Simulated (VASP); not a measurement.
# B6P8C (a cell with a defect) in VASP: single point with PBEsol

Aim: the single point of B6P8C (a cell with a defect) with PBEsol.

Program: VASP 6.6.1. These are calculated values, not measurements. Logs are shortened: lines on timing, memory, paths and dates and some standing lists are left out, and cuts for length are marked.

## Step 1: The cell of the first run

The cell holds a defect, 15 atoms: a = 9.040 Å, b = 4.520 Å, c = 4.520 Å, α = 90.00°, β = 90.00°, γ = 90.00°.

## Step 2: Single point, PBEsol, collinear spin

INCAR reads:

```
PREC = Accurate ; ENCUT = 520
EDIFF = 1E-6 ; ISMEAR = -1
SIGMA = 0.05 ; LREAL = F
LASPH = T ; NELM = 200
ALGO = Normal ; ISIF = 2
LWAVE = F ; LCHARG = F
ISPIN = 2 ; MAGMOM = 0.533 0.533 0.533 0.533 0.533 0.533 0.533 0.533 0.533 0.533 0.533 0.533 0.533 0.533 0.533
LORBIT = 11 ; GGA = PS
NBANDS = 48 ; GGA_COMPAT = F
```

KPOINTS reads:

```
Automatic mesh
0
Gamma
  2 2 2
  0.5 0.5 0.5
```

POSCAR reads:

```
B6P8C
1.0
    9.0403780000      0.0000000000      0.0000000000
    0.0000000000      4.5201890000      0.0000000000
    0.0000000000      0.0000000000      4.5201890000
B P C
6 8 1
Direct
    0.9909040000      0.0159820000      0.0146380000
    0.2502880000      0.5261630000      0.9780710000
    0.7470480000      0.4811510000      0.0238920000
    0.2518810000      0.9983600000      0.4773320000
    0.7584230000      0.9821380000      0.5181810000
    0.9971520000      0.5220670000      0.5302360000
    0.1292120000      0.2578190000      0.2665460000
    0.6116810000      0.2269370000      0.2675800000
    0.3857410000      0.7525070000      0.2363390000
    0.8904440000      0.7792440000      0.2472930000
    0.3669650000      0.2804580000      0.7563420000
    0.8559250000      0.2319690000      0.8048710000
    0.1365140000      0.7447720000      0.7314250000
    0.6372320000      0.7583540000      0.7362230000
    0.5011780000      0.4855440000      0.5058930000
```

Potentials or basis: VASP PAW PBE potentials, release 64 (B, P, C).

On the command line:

```console
cat potpaw_PBE.64/B/POTCAR potpaw_PBE.64/P/POTCAR potpaw_PBE.64/C/POTCAR > POTCAR
mpirun -np 1 vasp_std > vasp.out
```

OUTCAR:

```text
PREC = Accurate
   ENCUT = 520
   EDIFF = 1E-6
   ISMEAR = -1
   LREAL = F
   LASPH = T
   NELM = 200
   ISIF = 2
   ISPIN = 2
   LORBIT = 11
   GGA = PS

 ion  position               nearest neighbor table
   1  0.991  0.016  0.015-  10 1.75  12 1.83   7 2.01  13 2.21
   2  0.250  0.526  0.978-  13 1.81  11 1.83   9 1.98   7 2.09
   3  0.747  0.481  0.024-  12 1.79   8 2.01  14 2.06  10 2.13
   4  0.252  0.998  0.477-   7 1.87  13 1.93   9 1.97  11 2.07
   5  0.758  0.982  0.518-  14 1.79  12 1.93  10 1.94   8 2.07
   6  0.997  0.522  0.530-  13 1.85  10 1.98   7 2.07  12 2.21
   7  0.129  0.258  0.267-   4 1.87   1 2.01   6 2.07   2 2.09
   8  0.612  0.227  0.268-  15 1.88   3 2.01   5 2.07
   9  0.386  0.753  0.236-   4 1.97   2 1.98  15 2.01
  10  0.890  0.779  0.247-   1 1.75   5 1.94   6 1.98   3 2.13  12 2.88
  11  0.367  0.280  0.756-   2 1.83  15 1.90   4 2.07
  12  0.856  0.232  0.805-   3 1.79   1 1.83   5 1.93   6 2.21  10 2.88  14 2.93
  13  0.137  0.745  0.731-   2 1.81   6 1.85   4 1.93   1 2.21
  14  0.637  0.758  0.736-   5 1.79  15 2.03   3 2.06  12 2.93
  15  0.501  0.486  0.506-   8 1.88  11 1.90   9 2.01  14 2.03

  LATTYP: Found a simple tetragonal cell.
 ALAT       =     4.5201890000
 C/A-ratio  =     2.0000000000

  Lattice vectors:

 A1 = (   0.0000000000,   4.5201890000,   0.0000000000)
 A2 = (   0.0000000000,   0.0000000000,   4.5201890000)
 A3 = (   9.0403780000,   0.0000000000,   0.0000000000)

Analysis of symmetry for initial positions (statically):
=====================================================================
 Subroutine PRICEL returns:
 Original cell was already a primitive cell.

 Routine SETGRP: Setting up the symmetry group for a
 simple tetragonal supercell.

 Subroutine GETGRP returns: Found  1 space group operations
 (whereof  1 operations were pure point group operations)
 out of a pool of 16 trial point group operations.

The static configuration has the point symmetry C_1 .

Analysis of symmetry for dynamics (positions and initial velocities):
=====================================================================
 Subroutine PRICEL returns:
 Original cell was already a primitive cell.

 Routine SETGRP: Setting up the symmetry group for a
 simple tetragonal supercell.

 Subroutine GETGRP returns: Found  1 space group operations
 (whereof  1 operations were pure point group operations)
[... 366 lines left out ...]

 k-point     1 :       0.2500    0.2500    0.2500
  band No.  band energies     occupation
      1      -8.0283      1.00000
      2      -7.2220      1.00000
      3      -6.1533      1.00000
      4      -5.0219      1.00000
      5      -4.6855      1.00000
      6      -4.4408      1.00000
[... 173 lines left out ...]
     42      11.8979      0.00000
     43      12.1440      0.00000
 [bands above 43 left out]

------------------------ aborting loop because EDIFF is reached ----------------------------------------

  FORCE on cell =-STRESS in cart. coord.  units (eV):
  Direction    XX          YY          ZZ          XY          YZ          ZX
  --------------------------------------------------------------------------------------
  -------------------------------------------------------------------------------------
  Total        2.4534525     -2.9286881     -1.8971516     -4.0998812     -1.8149920     -1.7628620
  in kB       21.2808247    -25.4029366    -16.4555666    -35.5616641    -15.7429286    -15.2907614
  external PRESSURE =      -6.8592262 kB  Pullay stress =       0.0000000 kB

 VOLUME and BASIS-vectors are now :
 -----------------------------------------------------------------------------
  energy-cutoff  :      520.00
  volume of cell :      184.71
      direct lattice vectors                 reciprocal lattice vectors
     9.040378000  0.000000000  0.000000000     0.110614844  0.000000000  0.000000000
     0.000000000  4.520189000  0.000000000     0.000000000  0.221229688  0.000000000
     0.000000000  0.000000000  4.520189000     0.000000000  0.000000000  0.221229688

 POSITION                                       TOTAL-FORCE (eV/Angst)
 -----------------------------------------------------------------------------------
      8.95815      0.07224      0.06617         3.970045      0.343340     -1.211272
      2.26270      2.37836      4.42107         0.513479     -0.875994      2.800767
      6.75360      2.17489      0.10800        -1.668349      2.440385      0.918242
      2.27710      4.51278      2.15763         1.431486      0.208365      1.062787
      6.85643      4.43945      2.34228        -0.124460      1.615739     -1.670141
      9.01463      2.35984      2.39677        -0.252960     -1.924784     -1.143648
      1.16813      1.16539      1.20484        -1.572555      0.847646     -1.531463
      5.52983      1.02580      1.20951         1.164586      0.549107     -0.052881
      3.48724      3.40147      1.06830        -0.181143      0.481846      0.497229
      8.04995      3.52233      1.11781        -2.494030     -3.635421      2.053315
      3.31750      1.26772      3.41881         1.223472     -2.090110     -1.592878
      7.73789      1.04854      3.63817         2.301235      1.026150     -3.608604
      1.23414      3.36651      3.30618        -2.292111      2.999164      1.218138
      5.76082      3.42790      3.32787        -1.721063     -2.758976      2.246487
      4.53084      2.19475      2.28673        -0.297632      0.773542      0.013922
 -----------------------------------------------------------------------------------
    total drift:                                0.000055      0.000202      0.000102

  FREE ENERGIE OF THE ION-ELECTRON SYSTEM (eV)
  ---------------------------------------------------
  free  energy   TOTEN  =       -97.1305233905 eV

  energy  without entropy=      -97.1271229014  energy(sigma->0) =      -97.12882315

 total charge

# of ion       s       p       d       tot
------------------------------------------
    1        0.694   1.366   0.000   2.060
    2        0.686   1.343   0.000   2.030
    3        0.666   1.234   0.000   1.900
    4        0.667   1.268   0.000   1.935
    5        0.689   1.324   0.000   2.013
    6        0.658   1.195   0.000   1.852
    7        1.001   1.510   0.000   2.510
    8        1.035   1.408   0.000   2.443
    9        1.038   1.403   0.000   2.441
   10        1.001   1.585   0.000   2.586
   11        1.024   1.478   0.000   2.502
   12        1.001   1.593   0.000   2.594
   13        1.003   1.587   0.000   2.590
   14        1.034   1.465   0.000   2.499
   15        0.840   1.459   0.000   2.298
--------------------------------------------------
tot         13.038  21.216   0.000  34.254

 magnetization (x)

# of ion       s       p       d       tot
------------------------------------------
    1       -0.000  -0.000   0.000  -0.000
    2       -0.000  -0.000   0.000  -0.000
    3       -0.000  -0.000   0.000  -0.000
    4       -0.000  -0.000   0.000  -0.000
    5       -0.000  -0.000   0.000  -0.000
    6       -0.000  -0.000   0.000  -0.000
    7       -0.000  -0.000   0.000  -0.000
    8       -0.000   0.000   0.000  -0.000
    9        0.000   0.000   0.000   0.000
   10       -0.000  -0.000   0.000  -0.000
   11       -0.000  -0.000   0.000  -0.000
   12       -0.000   0.000   0.000  -0.000
   13       -0.000  -0.000   0.000  -0.000
   14       -0.000  -0.000   0.000  -0.000
   15       -0.000  -0.000   0.000  -0.000
--------------------------------------------------
tot         -0.000  -0.000   0.000  -0.000
```

OSZICAR:

```text
N       E                     dE             d eps       ncg     rms          rms(c)
DAV:   1     0.179142884018E+03    0.17914E+03   -0.27045E+04   768   0.114E+03
DAV:   2    -0.858173224113E+02   -0.26496E+03   -0.24731E+03   952   0.201E+02
DAV:   3    -0.101299287532E+03   -0.15482E+02   -0.15194E+02  1000   0.455E+01
DAV:   4    -0.101546820328E+03   -0.24753E+00   -0.24587E+00   968   0.633E+00
DAV:   5    -0.101552906088E+03   -0.60858E-02   -0.60790E-02   968   0.899E-01    0.212E+01
DAV:   6    -0.971249889904E+02    0.44279E+01   -0.10102E+01   928   0.117E+01    0.112E+01
DAV:   7    -0.971518547150E+02   -0.26866E-01   -0.39376E+00   928   0.660E+00    0.416E+00
DAV:   8    -0.971314607353E+02    0.20394E-01   -0.26059E-01   944   0.211E+00    0.209E+00
DAV:   9    -0.971304471433E+02    0.10136E-02   -0.38699E-02   904   0.779E-01    0.966E-01
DAV:  10    -0.971298967526E+02    0.55039E-03   -0.36538E-03   960   0.259E-01    0.322E-01
DAV:  11    -0.971304024123E+02   -0.50566E-03   -0.13996E-03   896   0.145E-01    0.143E-01
DAV:  12    -0.971305093956E+02   -0.10698E-03   -0.17560E-04   952   0.575E-02    0.549E-02
DAV:  13    -0.971305191183E+02   -0.97227E-05   -0.21002E-05   944   0.183E-02    0.237E-02
DAV:  14    -0.971305220498E+02   -0.29315E-05   -0.49067E-06   912   0.877E-03    0.114E-02
DAV:  15    -0.971305230595E+02   -0.10096E-05   -0.11499E-06   592   0.471E-03    0.488E-03
DAV:  16    -0.971305233905E+02   -0.33099E-06   -0.63062E-07   576   0.317E-03
   1 F= -.97130523E+02 E0= -.97128823E+02  d E =-.340049E-02  mag=    -0.0001
```

stdout:

```text
POSCAR found type information on POSCAR B P C
 POSCAR found :  3 types and      15 ions
 scaLAPACK will be used
 -----------------------------------------------------------------------------
|                                                                             |
|                                                                             |
|     You enforced a specific xc type in the INCAR file but a different       |
|     I HOPE YOU KNOW WHAT YOU ARE DOING!                                     |
|                                                                             |
 -----------------------------------------------------------------------------

 LDA part: xc-table for (Slater+PW92), standard interpolation
 POSCAR, INCAR and KPOINTS ok, starting setup
 FFT: planning ... GRIDC
 FFT: planning ... GRID_SOFT
 FFT: planning ... GRID
 WAVECAR not read
 entering main loop
```

Wall time 2.4 min (1 thread of Intel Xeon Platinum 8488C (Sapphire Rapids), shared host); peak memory 0.35 GiB.

What came out:

```
Free energy                                           : -97.1305 eV
Pressure                                              : -0.7 GPa
Largest force                                         : 4.863 eV/Å
Band gap on the k mesh                                : 0.50 eV
Net moment                                            : 0.00 μB per cell
Valence electrons inside the program's atomic spheres : B 2.06, 2.03, 1.90, 1.94, 2.01, 1.85; P 2.51, 2.44, 2.59, 2.50 (each value once); C 2.30
```

Forces in eV/Å, atoms in the order of the input:
```
B    3.970  0.343 -1.211
B    0.513 -0.876  2.801
B   -1.668  2.440  0.918
B    1.431  0.208  1.063
B   -0.124  1.616 -1.670
B   -0.253 -1.925 -1.144
P   -1.573  0.848 -1.531
P    1.165  0.549 -0.053
P   -0.181  0.482  0.497
P   -2.494 -3.635  2.053
P    1.223 -2.090 -1.593
P    2.301  1.026 -3.609
P   -2.292  2.999  1.218
P   -1.721 -2.759  2.246
C   -0.298  0.774  0.014
```

Levels at points of the mesh, in eV from the valence-band top:
Spin up:
| k point | band 29 | band 30 | band 31 | band 32 | band 33 | band 34 |
| --- | --- | --- | --- | --- | --- | --- |
| (0.25, 0.25, 0.25) | -1.18 | -0.76 | 0.00 | 0.58 | 1.75 | 2.18 |
Spin down:
```csv
k point,band 28,band 29,band 30,band 31,band 32,band 33,band 34,band 35
"(0.25, 0.25, 0.25)",-2.25,-1.18,-0.76,0.00,0.58,1.75,2.18,2.50
```

Caveat: the k points lie up to 0.70 Å⁻¹ apart; semilocal functionals underestimate gaps, and a narrow one can read as zero; the PAW data sets were made with another functional, which shifts forces and pressure a little.
